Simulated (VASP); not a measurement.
# AlN (P6_3mc) in VASP: further runs

Runs on AlN. Level: PBE. Tasks: relaxation of the atoms.

Program: VASP 6.6.1. These are calculated values, not measurements. Logs are shortened: lines on timing, memory, paths and dates and some standing lists are left out, and cuts for length are marked.

**1. The cell of the first run**

Symmetry: P6_3mc, No. 186, hexagonal system. The conventional cell has a = 3.130 Å, b = 3.130 Å, c = 4.415 Å, α = 90.00°, β = 90.00°, γ = 120.00°. Within 2.2 Å of Al (site symmetry 3m) lie 4 N at 1.68 to 1.88 Å. N (site symmetry 3m) has 4 Al at 1.68 to 1.88 Å within 2.2 Å.

**2. Relaxation of the atoms, PBE**

Contents of INCAR:

```
PREC = Accurate ; ENCUT = 520
EDIFF = 1E-7 ; ISMEAR = 0
SIGMA = 0.05 ; LREAL = F
LASPH = T ; NELM = 80
ALGO = Normal ; ISIF = 2
LWAVE = F ; LCHARG = F
GGA = PE ; IBRION = 2
NSW = 50 ; EDIFFG = -0.01
```

Contents of KPOINTS:

```
Automatic mesh
0
Gamma
  9 9 6
```

Contents of POSCAR:

```
AlN
1.0
    3.1298889828      0.0000000000      0.0000000000
   -1.5649444914      2.7105633702      0.0000000000
    0.0000000000      0.0000000000      4.4149000000
Al N
2 2
Direct
    0.3333333333      0.6666666667      0.0017290859
    0.6666666667      0.3333333333      0.5017290859
    0.3333333333      0.6666666667      0.3832709141
    0.6666666667      0.3333333333      0.8832709141
```

Potentials or basis: VASP PAW PBE potentials, release 64 (Al, N).

Launch:

```
> cat potpaw_PBE.64/Al/POTCAR potpaw_PBE.64/N/POTCAR > POTCAR
> mpirun -np 1 vasp_std > vasp.out
```

OUTCAR:

```text
PREC = Accurate
   ENCUT = 520
   EDIFF = 1E-7
   ISMEAR = 0
   LREAL = F
   LASPH = T
   NELM = 80
   ISIF = 2
   GGA = PE
   IBRION = 2
   NSW = 50
   EDIFFG = -0.01

 ion  position               nearest neighbor table
   1  0.333  0.667  0.002-   3 1.68   4 1.88   4 1.88   4 1.88   2 2.85   2 2.85   2 2.85   2 2.85
                             2 2.85   2 2.85
   2  0.667  0.333  0.502-   4 1.68   3 1.88   3 1.88   3 1.88   1 2.85   1 2.85   1 2.85   1 2.85
                             1 2.85   1 2.85
   3  0.333  0.667  0.383-   1 1.68   2 1.88   2 1.88   2 1.88
   4  0.667  0.333  0.883-   2 1.68   1 1.88   1 1.88   1 1.88

  LATTYP: Found a hexagonal cell.
 ALAT       =     3.1298889828
 C/A-ratio  =     1.4105612130

  Lattice vectors:

 A1 = (   3.1298889828,   0.0000000000,   0.0000000000)
 A2 = (  -1.5649444914,   2.7105633702,   0.0000000000)
 A3 = (   0.0000000000,   0.0000000000,   4.4149000000)

Analysis of symmetry for initial positions (statically):
=====================================================================
 Subroutine PRICEL returns:
 Original cell was already a primitive cell.

 Routine SETGRP: Setting up the symmetry group for a
 hexagonal supercell.

 Subroutine GETGRP returns: Found 12 space group operations
 (whereof  6 operations were pure point group operations)
 out of a pool of 24 trial point group operations.

The static configuration has the point symmetry C_3v.
 The point group associated with its full space group is C_6v.

Analysis of symmetry for dynamics (positions and initial velocities):
=====================================================================
 Subroutine PRICEL returns:
 Original cell was already a primitive cell.

 Routine SETGRP: Setting up the symmetry group for a
 hexagonal supercell.

 Subroutine GETGRP returns: Found 12 space group operations
 (whereof  6 operations were pure point group operations)
 out of a pool of 24 trial point group operations.

The dynamic configuration has the point symmetry C_3v.
 The point group associated with its full space group is C_6v.

 Subroutine INISYM returns: Found 12 space group operations
 (whereof  6 operations are pure point group operations),
 and found     1 'primitive' translations

----------------------------------------------------------------------------------------

                                     Primitive cell

  volume of cell :      37.4550

  direct lattice vectors                    reciprocal lattice vectors
     3.129888983  0.000000000  0.000000000     0.319500150  0.184463498  0.000000000
    -1.564944491  2.710563370  0.000000000     0.000000000  0.368926995  0.000000000
     0.000000000  0.000000000  4.414900000     0.000000000  0.000000000  0.226505697

  length of vectors
     3.129888983  3.129888983  4.414900000     0.368926995  0.368926995  0.226505697

  position of ions in fractional coordinates (direct lattice)
     0.333333333  0.666666667  0.001729086
     0.666666667  0.333333333  0.501729086
     0.333333333  0.666666667  0.383270914
     0.666666667  0.333333333  0.883270914

  ion indices of the primitive-cell ions
   primitive index   ion index
                 1           1
                 2           2
                 3           3
                 4           4

----------------------------------------------------------------------------------------

 KPOINTS: Automatic mesh

Automatic generation of k-mesh.
 Grid dimensions read from file:
 generate k-points for:    9    9    6

 Generating k-lattice:

  Cartesian coordinates                     Fractional coordinates (reciprocal lattice)
     0.035500017  0.020495944  0.000000000     0.111111111 -0.000000000  0.000000000
     0.000000000  0.040991888  0.000000000     0.000000000  0.111111111  0.000000000
     0.000000000  0.000000000  0.037750949     0.000000000  0.000000000  0.166666667

  Length of vectors
     0.040991888  0.040991888  0.037750949

  Shift w.r.t. Gamma in fractional coordinates (k-lattice)
     0.000000000  0.000000000  0.000000000

 Subroutine IBZKPT returns following result:
 ===========================================

 Found     48 irreducible k-points:

 Following reciprocal coordinates:
            Coordinates               Weight
  0.000000  0.000000  0.000000      1.000000
  0.111111  0.000000  0.000000      6.000000
  0.222222 -0.000000  0.000000      6.000000
  0.333333  0.000000  0.000000      6.000000
  0.444444 -0.000000  0.000000      6.000000
  0.111111  0.111111  0.000000      6.000000
[... 16 lines left out ...]
  0.333333  0.222222  0.166667     24.000000
  0.333333  0.333333  0.166667      4.000000
 [... further k-points ...]
   k-points           NKPTS =     48   k-points in BZ     NKDIM =     48   number of bands    NBANDS=     12
   number of dos      NEDOS =    301   number of ions     NIONS =      4
   total plane-waves  NPLWV =  20736
   dimension x,y,z NGX =    24 NGY =   24 NGZ =   36
   dimension x,y,z NGXF=    48 NGYF=   48 NGZF=   72
   ions per type =               2   2
   NGX,Y,Z   is equivalent  to a cutoff of  12.75, 12.75, 13.56 a.u.
   NGXF,Y,Z  is equivalent  to a cutoff of  25.50, 25.50, 27.11 a.u.
 SYSTEM =  unknown system
   PREC   = accura    normal or accurate (medium, high low for compatibility)
   ISTART =      0    job   : 0-new  1-cont  2-samecut
   ICHARG =      2    charge: 1-file 2-atom 10-const
   ISPIN  =      1    spin polarized calculation?
   LNONCOLLINEAR =      F non collinear calculations
   LSORBIT =      F    spin-orbit coupling
   LASPH  =      T    aspherical Exc in radial PAW
   ENCUT  =  520.0 eV  38.22 Ry    6.18 a.u.   5.82  5.82  8.21*2*pi/ulx,y,z
   NELM   =     80;   NELMIN=  2; NELMDL= -5     # of ELM steps
   EDIFF  = 0.1E-06   stopping-criterion for ELM
   LREAL  =      F    real-space projection
   EDIFFG = -.1E-01   stopping-criterion for IOM
   NSW    =     50    number of steps for IOM
   IBRION =      2    ionic relax: 0-MD 1-quasi-New 2-CG
   NFREE  =      1    steps in history (QN), initial steepest desc. (CG)
   ISIF   =      2    stress and relaxation
   ISYM   =      2    0-nonsym 1-usesym 2-fastsym
   POTIM  = 0.5000    time-step for ionic-motion
   TEBEG  =    0.0;   TEEND  =   0.0 temperature during run
   PSTRESS=    0.0 pullay stress
   NELECT =      16.0000    total number of electrons
   NUPDOWN=      -1.0000    fix difference up-down
   EMIN   =  10.00;   EMAX   =-10.00  energy-range for DOS
   EFERMI =   0.00;   METHOD = LEGACY
   ISMEAR =     0;   SIGMA  =   0.05  broadening in eV -4-tet -1-fermi 0-gaus
   EFERMI_NEDOS =   21; number of points for ismear=-14 and -15
   IALGO  =     38    algorithm
   IMIX   =      4    mixing-type and parameters
     AMIX     =   0.40;   BMIX     =  1.00
     AMIX_MAG =   1.60;   BMIX_MAG =  1.00
  volume/ion in A,a.u.               =       9.36        63.19
  Fermi-wavevector in a.u.,A,eV,Ry     =   1.232949  2.329935 20.683069  1.520163
  Thomas-Fermi vector in A             =   2.367699
   LORBIT       =      0    0 simple, 1 ext, 2 COOP (PROOUT), +10 PAW based schemes
   GGA     = PE    functional components
   LHFCALC =     F    Hartree Fock is set to
   AEXX    =    0.0000 exact exchange contribution
   IVDW    =     0    specifies the selected vdW correction
   LEPSILON=     F    determine dielectric tensor
   LRPA    =     F    only Hartree local field effects (RPA)
 conjugate gradient relaxation of ions
 non-spin polarized calculation
 Gauss-broadening in eV      SIGMA  =   0.05
  energy-cutoff  :      520.00
  volume of cell :       37.45
 maximum number of plane-waves:      1017
 NGX is ok and might be reduce to    24
   NGX = 11   NGY = 11   NGZ = 17

--------------------------------------- Ionic step        1  -------------------------------------------

 number of electron      15.9999999 magnetization

 Free energy of the ion-electron system (eV)
  ---------------------------------------------------
  ext. energy  EPLUGINS =         0.00000000
  ---------------------------------------------------
  free energy    TOTEN  =       -28.62729312 eV

  energy without entropy =      -28.62729312  energy(sigma->0) =      -28.62729312

------------------------ aborting loop because EDIFF is reached ----------------------------------------

  FORCE on cell =-STRESS in cart. coord.  units (eV):
  Direction    XX          YY          ZZ          XY          YZ          ZX
  --------------------------------------------------------------------------------------
  -------------------------------------------------------------------------------------
  Total        2.5718314      2.5718314     19.9079964      0.0000000      0.0000000      0.0000000
  in kB      110.0129254    110.0129254    851.5864982      0.0000000      0.0000000      0.0000000
  external PRESSURE =     357.2041164 kB  Pullay stress =       0.0000000 kB
[... 137 lines left out ...]
  energy  without entropy=      -29.1886420462  energy(sigma->0) =      -29.18864205

--------------------------------------- Ionic step        5  -------------------------------------------

 number of electron      15.9999999 magnetization

 Free energy of the ion-electron system (eV)
  ---------------------------------------------------
  ext. energy  EPLUGINS =         0.00000000
  ---------------------------------------------------
  free energy    TOTEN  =       -29.18878579 eV

  energy without entropy =      -29.18878579  energy(sigma->0) =      -29.18878579

 E-fermi :   8.4994     XC(G=0): -11.4085

 val. band max:        8.2608382210   @ k =   0.0000   0.0000   0.0000
 cond. band min:      12.4347145305   @ k =   0.0000   0.0000   0.0000
 fundamental gap:      4.1738763095
 Fermi energy:         8.4994401789

 k-point     1 :       0.0000    0.0000    0.0000
  band No.  band energies     occupation
      1      -8.6125      2.00000
      2      -5.4101      2.00000
      3       1.2009      2.00000
      4       5.6538      2.00000
      5       5.6538      2.00000
      6       6.8102      2.00000
      7       6.8102      2.00000
      8       8.2608      2.00000
      9      12.4347      0.00000
     10      13.9953      0.00000
     11      18.0112      0.00000
     12      18.0112      0.00000
[... 331 lines left out ...]
 k-point    24 :       0.3333    0.3333    0.1667
  band No.  band energies     occupation
      1      -5.7891      2.00000
      2      -5.7891      2.00000
      3       1.8704      2.00000
      4       2.8332      2.00000
      5       2.8332      2.00000
      6       4.7783      2.00000
      7       5.6654      2.00000
      8       5.6654      2.00000
      9      13.7249      0.00000
     10      15.5985      0.00000
     11      17.3685      0.00000
     12      17.3685      0.00000

 [... further k-points ...]

------------------------ aborting loop because EDIFF is reached ----------------------------------------

  FORCE on cell =-STRESS in cart. coord.  units (eV):
  Direction    XX          YY          ZZ          XY          YZ          ZX
  --------------------------------------------------------------------------------------
  -------------------------------------------------------------------------------------
  Total        5.2032244      5.2032244      7.1897040      0.0000000      0.0000000     -0.0000000
  in kB      222.5736620    222.5736620    307.5475153      0.0000000      0.0000000     -0.0000000
  external PRESSURE =     250.8982798 kB  Pullay stress =       0.0000000 kB
[... 19 lines left out ...]
  FREE ENERGIE OF THE ION-ELECTRON SYSTEM (eV)
  ---------------------------------------------------
  free  energy   TOTEN  =       -29.1887857867 eV

  energy  without entropy=      -29.1887857867  energy(sigma->0) =      -29.18878579

 reached required accuracy - stopping structural energy minimisation
```

It took 1.9 min on 1 thread of Intel Xeon 8259CL, shared host; peak memory 0.16 GiB.

What came out:

```yaml
Free_energy: -29.1888 eV
Energy_gained_by_relaxing: 140.4 meV/atom
Ionic_steps: 5
Pressure_after_relaxing: 25.1 GPa
Largest_force_after_relaxing: 0.007 eV/Å
Band_gap_on_the_k_mesh: 4.17 eV
```

Forces on the atoms (eV/Å):
```
Al   0.000  0.000  0.007
Al   0.000  0.000  0.007
N    0.000  0.000 -0.007
N    0.000  0.000 -0.007
```

Step by step:
| step | energy change (eV) | largest force (eV/Å) | pressure (GPa) |
| --- | --- | --- | --- |
| 1 | 0.0000 | 3.7359 | 35.72 |
| 2 | -0.4128 | 0.5586 | 22.72 |
| 3 | -0.5615 | 0.0209 | 25.19 |
| 4 | -0.5613 | 0.0367 | 25.00 |
| 5 | -0.5615 | 0.0075 | 25.09 |

Final structure:
```
Al N
1.0
     3.12989    0.00000    0.00000
    -1.56494    2.71056    0.00000
     0.00000    0.00000    4.41490
Al N
2 2
Direct
  0.33333 0.66667 0.98034
  0.66667 0.33333 0.48034
  0.33333 0.66667 0.40466
  0.66667 0.33333 0.90466
```

(Part 1 of 2 ends here.)
